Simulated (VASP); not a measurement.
# H6C2O in VASP: a series of runs, part 3 of 3

VASP 6.6.1.

## (6) Single point, PBE+D3(BJ)

This run uses another cell than the first one, of 14.08 Å³/atom, 2.549 times its volume.

INCAR reads:

```
PREC = Accurate
ENCUT = 520
EDIFF = 1E-6
ISMEAR = -1
SIGMA = 0.02
LREAL = Auto
LASPH = True
NELM = 120
ALGO = Normal
ISIF = 2
LWAVE = False
LCHARG = False
GGA = PE
IVDW = 12
NBANDS = 64
GGA_COMPAT = False
```

KPOINTS reads:

```
Automatic mesh
0
Gamma
  1 1 1
```

POSCAR reads:

```
H6C2O
1.0
    7.9731770000      0.0000000000      0.0000000000
    0.0000000000      7.9731770000      0.0000000000
    0.0000000000      0.0000000000      7.9731770000
C O H
8 4 24
Direct
    0.9357750367      0.0742614895      0.6076373320
    0.7040606273      0.0630363530      0.6191133095
    0.3131374106      0.3957769908      0.3252781169
    0.5489530710      0.3379079632      0.3161600451
    0.1870396205      0.1239029310     -0.0064591567
    0.5209341270      0.2415975464     -0.2054638948
    0.2593696340      0.6313543522      0.6070980238
    0.2547917850      0.4097237525      0.5390699341
    0.8580017727     -0.0552101126      0.8714844785
    0.8748081223      0.3155580266      0.2883041478
   -0.0785508713      0.2388006688      0.0385793517
    0.0386420620      0.3599568905      0.4415805644
    1.3580032150      0.0635631192      0.9842876936
   -0.3928923188      0.9774021071      0.0187001994
    0.7534386857      0.2644491650      0.5761944078
    1.4490208859      0.2283531395      0.1518466227
    0.7567121613      0.0402474447     -0.1294465180
    1.2294973509      0.0036371951      0.5959732237
    0.8812672790     -0.3306962833     -0.3518296408
    1.1710513889      0.8489087850      0.9171751737
   -0.1912788340      1.5681202111     -0.2664684354
    0.4476634596      1.4663289176      0.9736771177
    1.5090095203      0.2357654922      0.0388803610
    0.2413843315      1.0824167079      0.1325694889
   -0.3189067545     -0.2052632219     -0.0830660099
    0.3773903426     -0.2219190669     -0.0392189964
   -0.1397310006      0.1501659878      0.3675699160
    0.0223875627      0.5333005902      0.1204413247
    0.4487797022      0.0690314538     -0.4702266110
    0.1015404524     -0.2080600995     -0.1966468322
    0.6237789529     -0.3423603916      1.5093983239
    0.6719780584      0.4688093592      1.1046537660
   -0.3161224190      0.0355692593      1.8501031646
    1.0450413932      0.7354408412      0.7634597852
    0.2289426160     -0.2455106666     -0.0592862795
   -0.0266393183      0.5479371648     -0.1529126972
```

Potentials or basis: VASP PAW PBE potentials, release 64 (C, O, H).

Run with:

```
> cat potpaw_PBE.64/C/POTCAR potpaw_PBE.64/O/POTCAR potpaw_PBE.64/H/POTCAR > POTCAR
> mpirun -np 1 vasp_gam > vasp.out
```

OUTCAR:

```text
PREC = Accurate
   ENCUT = 520
   EDIFF = 1E-6
   ISMEAR = -1
   LREAL = Auto
   LASPH = True
   NELM = 120
   ISIF = 2
   GGA = PE
   IVDW = 12
 IVDW          = 12

 ion  position               nearest neighbor table
   1  0.936  0.074  0.608-   2 1.85
   2  0.704  0.063  0.619-   1 1.85
   3  0.313  0.396  0.325-   8 1.77   4 1.94
   4  0.549  0.338  0.316-   3 1.94
   5  0.187  0.124  0.994-  24 1.24  13 1.45
   6  0.521  0.242  0.795-
   7  0.259  0.631  0.607-   8 1.85
   8  0.255  0.410  0.539-   3 1.77   7 1.85  12 1.93
   9  0.858  0.945  0.871-  17 1.11
  10  0.875  0.316  0.288-  12 1.82
  11  0.921  0.239  0.039-
  12  0.039  0.360  0.442-  10 1.82   8 1.93
  13  0.358  0.064  0.984-   5 1.45
  14  0.607  0.977  0.019-
  15  0.753  0.264  0.576-
  16  0.449  0.228  0.152-
  17  0.757  0.040  0.871-  33 0.60   9 1.11
  18  0.229  0.004  0.596-
  19  0.881  0.669  0.648-
  20  0.171  0.849  0.917-
  21  0.809  0.568  0.734-
  22  0.448  0.466  0.974-
  23  0.509  0.236  0.039-
  24  0.241  0.082  0.133-   5 1.24
  25  0.681  0.795  0.917-
  26  0.377  0.778  0.961-
  27  0.860  0.150  0.368-
  28  0.022  0.533  0.120-
  29  0.449  0.069  0.530-
  30  0.102  0.792  0.803-  34 0.71
  31  0.624  0.658  0.509-
  32  0.672  0.469  0.105-
  33  0.684  0.036  0.850-  17 0.60
  34  0.045  0.735  0.763-  30 0.71
  35  0.229  0.754  0.941-
  36  0.973  0.548  0.847-

  LATTYP: Found a simple cubic cell.
 ALAT       =     7.9731770000

  Lattice vectors:

 A1 = (   7.9731770000,   0.0000000000,   0.0000000000)
 A2 = (   0.0000000000,   7.9731770000,   0.0000000000)
 A3 = (   0.0000000000,   0.0000000000,   7.9731770000)

Analysis of symmetry for initial positions (statically):
=====================================================================
 Subroutine PRICEL returns:
 Original cell was already a primitive cell.

 Routine SETGRP: Setting up the symmetry group for a
 simple cubic supercell.

 Subroutine GETGRP returns: Found  1 space group operations
 (whereof  1 operations were pure point group operations)
 out of a pool of 48 trial point group operations.

The static configuration has the point symmetry C_1 .

Analysis of symmetry for dynamics (positions and initial velocities):
=====================================================================
 Subroutine PRICEL returns:
 Original cell was already a primitive cell.

 Routine SETGRP: Setting up the symmetry group for a
 simple cubic supercell.

 Subroutine GETGRP returns: Found  1 space group operations
 (whereof  1 operations were pure point group operations)
 out of a pool of 48 trial point group operations.

The dynamic configuration has the point symmetry C_1 .

 Subroutine INISYM returns: Found  1 space group operations
 (whereof  1 operations are pure point group operations),
[... 104 lines left out ...]
     0.125420519  0.000000000  0.000000000     1.000000000  0.000000000  0.000000000
     0.000000000  0.125420519  0.000000000     0.000000000  1.000000000  0.000000000
     0.000000000  0.000000000  0.125420519     0.000000000  0.000000000  1.000000000

  Length of vectors
     0.125420519  0.125420519  0.125420519

  Shift w.r.t. Gamma in fractional coordinates (k-lattice)
     0.000000000  0.000000000  0.000000000

 Subroutine IBZKPT returns following result:
 ===========================================

 Found      1 irreducible k-points:

 Following reciprocal coordinates:
            Coordinates               Weight
  0.000000  0.000000  0.000000      1.000000
   k-points           NKPTS =      1   k-points in BZ     NKDIM =      1   number of bands    NBANDS=     64
   number of dos      NEDOS =    301   number of ions     NIONS =     36
   total plane-waves  NPLWV = 216000
   dimension x,y,z NGX =    60 NGY =   60 NGZ =   60
   dimension x,y,z NGXF=   120 NGYF=  120 NGZF=  120
   ions per type =               8   4  24
   NGX,Y,Z   is equivalent  to a cutoff of  12.51, 12.51, 12.51 a.u.
   NGXF,Y,Z  is equivalent  to a cutoff of  25.02, 25.02, 25.02 a.u.
 SYSTEM =  unknown system
   PREC   = accura    normal or accurate (medium, high low for compatibility)
   ISTART =      0    job   : 0-new  1-cont  2-samecut
   ICHARG =      2    charge: 1-file 2-atom 10-const
   ISPIN  =      1    spin polarized calculation?
   LNONCOLLINEAR =      F non collinear calculations
   LSORBIT =      F    spin-orbit coupling
   LASPH  =      T    aspherical Exc in radial PAW
   ENCUT  =  520.0 eV  38.22 Ry    6.18 a.u.  14.82 14.82 14.82*2*pi/ulx,y,z
   NELM   =    120;   NELMIN=  2; NELMDL= -5     # of ELM steps
   EDIFF  = 0.1E-05   stopping-criterion for ELM
   LREAL  =      T    real-space projection
   EDIFFG = 0.1E-04   stopping-criterion for IOM
   NSW    =      0    number of steps for IOM
   IBRION =     -1    ionic relax: 0-MD 1-quasi-New 2-CG
   NFREE  =      0    steps in history (QN), initial steepest desc. (CG)
   ISIF   =      2    stress and relaxation
   ISYM   =      2    0-nonsym 1-usesym 2-fastsym
   POTIM  = 0.5000    time-step for ionic-motion
   TEBEG  =    0.0;   TEEND  =   0.0 temperature during run
   PSTRESS=    0.0 pullay stress
   NELECT =      80.0000    total number of electrons
   NUPDOWN=      -1.0000    fix difference up-down
   EMIN   =  10.00;   EMAX   =-10.00  energy-range for DOS
   EFERMI =   0.00;   METHOD = LEGACY
   ISMEAR =    -1;   SIGMA  =   0.02  broadening in eV -4-tet -1-fermi 0-gaus
   EFERMI_NEDOS =   21; number of points for ismear=-14 and -15
   IALGO  =     38    algorithm
   IMIX   =      4    mixing-type and parameters
     AMIX     =   0.40;   BMIX     =  1.00
     AMIX_MAG =   1.60;   BMIX_MAG =  1.00
  volume/ion in A,a.u.               =      14.08        95.01
  Fermi-wavevector in a.u.,A,eV,Ry     =   0.884722  1.671882 10.649726  0.782733
  Thomas-Fermi vector in A             =   2.005660
   LORBIT       =      0    0 simple, 1 ext, 2 COOP (PROOUT), +10 PAW based schemes
   GGA     = PE    functional components
   LHFCALC =     F    Hartree Fock is set to
   AEXX    =    0.0000 exact exchange contribution
   IVDW    =    12    specifies the selected vdW correction
   LEPSILON=     F    determine dielectric tensor
   LRPA    =     F    only Hartree local field effects (RPA)
 non-spin polarized calculation
  energy-cutoff  :      520.00
  volume of cell :      506.87
 maximum number of plane-waves:      6807
 NGX is ok and might be reduce to    60
   NGX = 29   NGY = 29   NGZ = 29

 number of electron      80.0000001 magnetization

 Free energy of the ion-electron system (eV)
  ---------------------------------------------------
  ext. energy  EPLUGINS =         0.00000000
  ---------------------------------------------------
  free energy    TOTEN  =       -98.35619975 eV

  energy without entropy =      -98.34507516  energy(sigma->0) =      -98.35063746

 E-fermi :  -2.9628     XC(G=0):  -6.5334

 val. band max:       -3.0373902410   @ k =   0.0000   0.0000   0.0000
 cond. band min:      -2.8912975483   @ k =   0.0000   0.0000   0.0000
 fundamental gap:      0.1460926928
 Fermi energy:        -2.9628252848

 k-point     1 :       0.0000    0.0000    0.0000
  band No.  band energies     occupation
      1     -21.5412      2.00000
      2     -21.3081      2.00000
      3     -19.1562      2.00000
      4     -18.4371      2.00000
      5     -14.5407      2.00000
      6     -14.1510      2.00000
[... 44 lines left out ...]
     51      -1.5673      0.00000
     52      -1.5326      0.00000
 [bands above 52 left out]

------------------------ aborting loop because EDIFF is reached ----------------------------------------

 Edisp (eV)   -2.04584

 E8    (eV) :    -0.4633

  FORCE on cell =-STRESS in cart. coord.  units (eV):
  Direction    XX          YY          ZZ          XY          YZ          ZX
  --------------------------------------------------------------------------------------
  -------------------------------------------------------------------------------------
  Total     -37.86884   -40.93699   -32.16283     0.38645     2.56657     5.82005
  in kB    -119.70116  -129.39939  -101.66479     1.22156     8.11278    18.39684
  external pressure =     -116.92 kB  Pullay stress =        0.00 kB

 VOLUME and BASIS-vectors are now :
 -----------------------------------------------------------------------------
  energy-cutoff  :      520.00
  volume of cell :      506.87
      direct lattice vectors                 reciprocal lattice vectors
     7.973177000  0.000000000  0.000000000     0.125420519  0.000000000  0.000000000
     0.000000000  7.973177000  0.000000000     0.000000000  0.125420519  0.000000000
     0.000000000  0.000000000  7.973177000     0.000000000  0.000000000  0.125420519

 POSITION                                       TOTAL-FORCE (eV/Angst)
 -----------------------------------------------------------------------------------
      7.46110      0.59210      4.84480        -5.876576      0.077897     -0.085638
      5.61360      0.50260      4.93630         4.338488      3.847799     -0.639484
      2.49670      3.15560      2.59350         1.987810     -0.388611      5.307445
      4.37690      2.69420      2.52080        -2.540850      1.620887     -2.093504
      1.49130      0.98790      7.92168         1.840402     -2.345734      1.521907
      4.15350      1.92630      6.33498         0.157289     -1.390289      1.130908
[... 28 lines left out ...]
      1.82540      6.01568      7.50048         1.960006      0.586069      0.760199
      7.76078      4.36880      6.75398        -0.513557      0.042667      0.811432
 -----------------------------------------------------------------------------------
    total drift:                                0.016374     -0.005488     -0.012344

  FREE ENERGIE OF THE ION-ELECTRON SYSTEM (eV)
  ---------------------------------------------------
  free  energy   TOTEN  =      -100.4020360915 eV

  energy  without entropy=     -100.3909115005  energy(sigma->0) =     -100.39647380
```

It took 2.2 min on 1 thread of Intel Xeon Platinum 8175M at 2.50GHz (Skylake/Cascade Lake), shared host; peak memory 0.44 GiB.

Results:

| Property | Result |
| --- | --- |
| Free energy | -100.4020 eV |
| Pressure | -11.7 GPa |
| Largest force | 14.853 eV/Å |
| Band gap on the k mesh | 0.15 eV |
| Dispersion energy per atom | -0.057 eV |

Forces in eV/Å, atoms in the order of the input:
```
C    -5.877   0.078  -0.086
C     4.338   3.848  -0.639
C     1.988  -0.389   5.307
C    -2.541   1.621  -2.094
C     1.840  -2.346   1.522
C     0.157  -1.390   1.131
C     0.494  -5.143  -1.702
C    -0.154   4.370  -4.336
O    -0.023  -0.945  -0.441
O     0.649  -4.159   0.625
O     0.742   0.723   1.219
O     0.490   0.081   0.800
H    -0.990   1.420  -1.254
H    -0.384  -1.184  -1.000
H    -0.388  -2.433   0.491
H     1.414   0.548  -0.512
H    13.772   1.050   4.315
H     1.929   0.463  -0.464
H    -2.032  -2.375   1.522
H     0.328   0.533   0.610
H     2.239   2.090  -1.556
H     0.948  -0.428  -0.191
H    -0.854   0.067   0.603
H    -1.686   0.682  -0.810
H     0.234   2.103   0.770
H    -0.948  -0.297  -0.107
H     0.329   3.399  -1.276
H    -0.170  -0.325  -1.342
H    -0.883  -0.375   0.771
H     0.997   1.602   0.516
H    -0.110  -0.433   0.351
H    -1.311  -0.921   0.904
H   -14.359  -0.402  -3.776
H    -1.623  -1.763  -1.445
H     1.960   0.586   0.760
H    -0.514   0.043   0.811
```

Caveat: the k points lie up to 0.79 Å⁻¹ apart.

## (7) Overview

| cell | gap on the mesh (eV) | pressure (GPa) | largest force (eV/Å) |
| --- | --- | --- | --- |
| a = 5.837 Å, 36 atoms | 5.69 | 19.5 | 4.61 |
| a = 6.081 Å, 36 atoms | 5.04 | 15.8 | 6.81 |
| a = 7.962 Å, 36 atoms | 0.05 | 19.1 | 83.97 |
| a = 7.970 Å, 36 atoms | 0.14 | -10.0 | 10.05 |
| a = 7.973 Å, 36 atoms | 0.15 | -11.7 | 14.85 |

Alike in all rows: task single point; level PBE+D3(BJ); potentials or basis VASP PAW PBE potentials, release 64 (C, O, H); no spin polarisation; k mesh 1 × 1 × 1; cutoff (eV) 520; smearing fermi-dirac 0.02 eV.

Caveats: all runs use coarse meshes.

Total energies depend on the potentials used, so only differences within one code and one set of settings carry meaning.
